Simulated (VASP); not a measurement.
# MgO (I4/mmm) in VASP: single point with HSE06

Aim: the single point of MgO with HSE06.

Everything below comes from runs of VASP 6.6.1. Logs are shortened: lines on timing, memory, paths and dates and some standing lists are left out, and cuts for length are marked.

### 1 The cell of the first run

The structure is tetragonal, space group I4/mmm (No. 139). Conventional cell: a = 2.799 Å, b = 2.799 Å, c = 4.204 Å, α = 90.00°, β = 90.00°, γ = 90.00°. Mg (site symmetry 4/mmm) has 6 O at 1.98 to 2.10 Å within 2.6 Å. Within 2.6 Å of O (site symmetry 4/mmm) lie 6 Mg at 1.98 to 2.10 Å.

### 2 Single point, HSE06 (biaxial xy strain -5.9%)

File POSCAR:

```
MgO
1.0
    0.0000000000      1.9789804062      2.1021674168
    1.9789804062      0.0000000000      2.1021674168
    1.9789804062      1.9789804062      0.0000000000
Mg O
1 1
Direct
    0.0000000000      0.0000000000      0.0000000000
    0.5000000000      0.5000000000      0.5000000000
```

File INCAR.step1:

```
SYSTEM = MgO
PREC     = Accurate       ! precision mode
ENCUT    = 520            ! plane-wave cutoff, eV
EDIFF    = 1E-5           ! SCF threshold, eV
ISMEAR   = 0              ! smearing method
SIGMA    = 0.01           ! smearing width, eV
LREAL    = .False.        ! projectors in reciprocal space
LASPH    = .True.         ! aspherical terms in the spheres
NELM     = 60             ! most SCF steps
ALGO     = Normal         ! electronic algorithm
ISIF     = 2              ! what is computed and relaxed
LWAVE    = .True.         ! write WAVECAR
NBANDS   = 11             ! bands
GGA      = PE             ! functional
```

File INCAR.step2:

```
SYSTEM = MgO
PREC     = Accurate       ! precision mode
ENCUT    = 520            ! plane-wave cutoff, eV
EDIFF    = 1E-7           ! SCF threshold, eV
ISMEAR   = 0              ! smearing method
SIGMA    = 0.01           ! smearing width, eV
LREAL    = .False.        ! projectors in reciprocal space
LASPH    = .True.         ! aspherical terms in the spheres
NELM     = 60             ! most SCF steps
ALGO     = Normal         ! electronic algorithm
ISIF     = 2              ! what is computed and relaxed
LWAVE    = .False.        ! write WAVECAR
LCHARG   = .True.         ! write CHGCAR
GGA      = PE             ! functional
LHFCALC  = .True.         ! exact exchange
HFSCREEN = 0.2079         ! screening, 1/A
PRECFOCK = Normal       
LELF     = .True.         ! ELF
LVHAR    = .True.       
NBANDS   = 11             ! bands
ISTART   = 1
```

File KPOINTS:

```
Automatic mesh
0
Gamma
  8 8 8
  0 0 0
```

Potentials or basis: VASP PAW PBE potentials, release 64 (Mg, O).

Started as:

```console
> cat potpaw_PBE.64/Mg/POTCAR potpaw_PBE.64/O/POTCAR > POTCAR
> cp INCAR.step1 INCAR
> mpirun -np 1 vasp_std > vasp.out
> cp INCAR.step2 INCAR
> mpirun -np 1 vasp_std > vasp.out
```

OUTCAR:

```text
SYSTEM = MgO
   PREC = Accurate
   ENCUT = 520
   EDIFF = 1E-7
   ISMEAR = 0
   LREAL = .False.
   LASPH = .True.
   NELM = 60
   ISIF = 2
   GGA = PE
   LHFCALC = .True.
   HFSCREEN = 0.2079
   PRECFOCK = Normal
   ISTART = 1

 ion  position               nearest neighbor table
   1  0.000  0.000  0.000-   2 1.98   2 1.98   2 1.98   2 1.98   2 2.10   2 2.10
   2  0.500  0.500  0.500-   1 1.98   1 1.98   1 1.98   1 1.98   1 2.10   1 2.10

  LATTYP: Found a body centered tetragonal cell.
 ALAT       =     2.7987009301
 C/A-ratio  =     1.5022451268

  Lattice vectors:

 A1 = (  -1.9789804062,   0.0000000000,   2.1021674168)
 A2 = (   1.9789804062,   0.0000000000,   2.1021674168)
 A3 = (   0.0000000000,   1.9789804062,  -2.1021674168)

Analysis of symmetry for initial positions (statically):
=====================================================================
 Subroutine PRICEL returns:
 Original cell was already a primitive cell.

 Routine SETGRP: Setting up the symmetry group for a
 body centered tetragonal supercell.

 Subroutine GETGRP returns: Found 16 space group operations
 (whereof 16 operations were pure point group operations)
 out of a pool of 16 trial point group operations.

The static configuration has the point symmetry D_4h.

Analysis of symmetry for dynamics (positions and initial velocities):
=====================================================================
 Subroutine PRICEL returns:
 Original cell was already a primitive cell.

 Routine SETGRP: Setting up the symmetry group for a
 body centered tetragonal supercell.

 Subroutine GETGRP returns: Found 16 space group operations
 (whereof 16 operations were pure point group operations)
 out of a pool of 16 trial point group operations.

The dynamic configuration has the point symmetry D_4h.

 Subroutine INISYM returns: Found 16 space group operations
 (whereof 16 operations are pure point group operations),
 and found     1 'primitive' translations

----------------------------------------------------------------------------------------

                                     Primitive cell

  volume of cell :      16.4657

  direct lattice vectors                    reciprocal lattice vectors
     0.000000000  1.978980406  2.102167417    -0.252655356  0.252655356  0.237849753
     1.978980406  0.000000000  2.102167417     0.252655356 -0.252655356  0.237849753
[... 100 lines left out ...]
   ISMEAR =     0;   SIGMA  =   0.01  broadening in eV -4-tet -1-fermi 0-gaus
   EFERMI_NEDOS =   21; number of points for ismear=-14 and -15
   IALGO  =     38    algorithm
   IMIX   =      1    mixing-type and parameters
     AMIX     =   0.40;   BMIX     =  1.00
     AMIX_MAG =   1.60;   BMIX_MAG =  1.00
  volume/ion in A,a.u.               =       8.23        55.56
  Fermi-wavevector in a.u.,A,eV,Ry     =   1.286999  2.432075 22.536218  1.656365
  Thomas-Fermi vector in A             =   2.419039
   LORBIT       =      0    0 simple, 1 ext, 2 COOP (PROOUT), +10 PAW based schemes
   GGA     = PE    functional components
   LHFCALC =     T    Hartree Fock is set to
   PRECFOCK=normal    Normal, Fast or Accurate (Low or Medium for compatibility)
   ENCUT4O =  -1.0   cutoff for four orbital integrals eV
   NKREDX  =     1    reduce k-point grid by
   NKREDY  =     1    reduce k-point grid by
   NKREDZ  =     1    reduce k-point grid by
   AEXX    =    0.2500 exact exchange contribution
   HFSCREEN=    0.2079 screening length (either q_TF or 0.3 A-1)
   HFSCREENC=   0.2079 screening length for correlation (either q_TF or 0.3 A-1)
   ENCUTFOCK=  -1.0 apply spherical cutoff to Coloumb kernel
   IVDW    =     0    specifies the selected vdW correction
   LEPSILON=     F    determine dielectric tensor
   LRPA    =     F    only Hartree local field effects (RPA)
 non-spin polarized calculation
 Gauss-broadening in eV      SIGMA  =   0.01
  energy-cutoff  :      520.00
  volume of cell :       16.47
 maximum number of plane-waves:       460
 NGX is ok and might be reduce to    24
  NGX = 18; NGY = 18; NGZ = 16

 number of electron       7.9999998 magnetization

 Free energy of the ion-electron system (eV)
  ---------------------------------------------------
  ext. energy  EPLUGINS =         0.00000000
  ---------------------------------------------------
  free energy    TOTEN  =       -14.01457086 eV

  energy without entropy =      -14.01457086  energy(sigma->0) =      -14.01457086

 E-fermi :   3.1308     XC(G=0):  -9.5722

 val. band max:        2.9838578416   @ k =   0.0000   0.0000   0.0000
 cond. band min:      10.7368166002   @ k =   0.0000   0.0000   0.0000
 fundamental gap:      7.7529587586
 Fermi energy:         3.1307675684

 k-point     1 :       0.0000    0.0000    0.0000
  band No.  band energies     occupation
      1     -16.6419      2.00000
      2       2.8544      2.00000
      3       2.8544      2.00000
      4       2.9839      2.00000
      5      10.7368      0.00000
      6      21.0166      0.00000
      7      21.7270      0.00000
      8      21.7270      0.00000
      9      25.7957      0.00000
     10      26.8445      0.00000
     11      28.9300      0.00000
[... 309 lines left out ...]
 k-point    24 :       0.3750   -0.0000    0.1250
  band No.  band energies     occupation
      1     -15.2910      2.00000
      2      -1.3938      2.00000
      3       1.8394      2.00000
      4       1.9588      2.00000
      5      14.1461      0.00000
      6      17.7747      0.00000
      7      22.1283      0.00000
      8      23.1175      0.00000
      9      26.0433      0.00000
     10      29.1648      0.00000
     11      30.9347      0.00000

 [... further k-points ...]

------------------------ aborting loop because EDIFF is reached ----------------------------------------

  FORCE on cell =-STRESS in cart. coord.  units (eV):
  Direction    XX          YY          ZZ          XY          YZ          ZX
  --------------------------------------------------------------------------------------
  -------------------------------------------------------------------------------------
  Total        3.5396435      3.5396435      1.2651787      0.0000000      0.0000000     -0.0000000
  in kB      344.4211546    344.4211546    123.1068348      0.0000000      0.0000000     -0.0000000
  external PRESSURE =     270.6497147 kB  Pullay stress =       0.0000000 kB

 VOLUME and BASIS-vectors are now :
 -----------------------------------------------------------------------------
  energy-cutoff  :      520.00
  volume of cell :       16.47
      direct lattice vectors                 reciprocal lattice vectors
     0.000000000  1.978980406  2.102167417    -0.252655356  0.252655356  0.237849753
     1.978980406  0.000000000  2.102167417     0.252655356 -0.252655356  0.237849753
     1.978980406  1.978980406  0.000000000     0.252655356  0.252655356 -0.237849753

 POSITION                                       TOTAL-FORCE (eV/Angst)
 -----------------------------------------------------------------------------------
      0.00000      0.00000      0.00000         0.000000      0.000000     -0.000000
      1.97898      1.97898      2.10217         0.000000      0.000000      0.000000
 -----------------------------------------------------------------------------------
    total drift:                               -0.000019      0.000028      0.000238

  FREE ENERGIE OF THE ION-ELECTRON SYSTEM (eV)
  ---------------------------------------------------
  free  energy   TOTEN  =       -14.0145708612 eV

  energy  without entropy=      -14.0145708612  energy(sigma->0) =      -14.01457086
```

Run time: 89 min. Hardware: 1 thread of Intel Xeon Platinum 8259CL at 2.50GHz (Skylake/Cascade Lake), shared host; peak memory 0.26 GiB.

What came out:

```
Free energy            : -14.0146 eV
Pressure               : 27.1 GPa
Band gap on the k mesh : 7.75 eV
```

Stress tensor (GPa, compression positive):
```
34.44  0.00  0.00
 0.00 34.44  0.00
 0.00  0.00 12.31
```

Caveat: the cell differs from its parent crystal (biaxial xy strain -5.9%); the cell stands under pressure; the PAW data sets were made with another functional, which shifts forces and pressure a little.
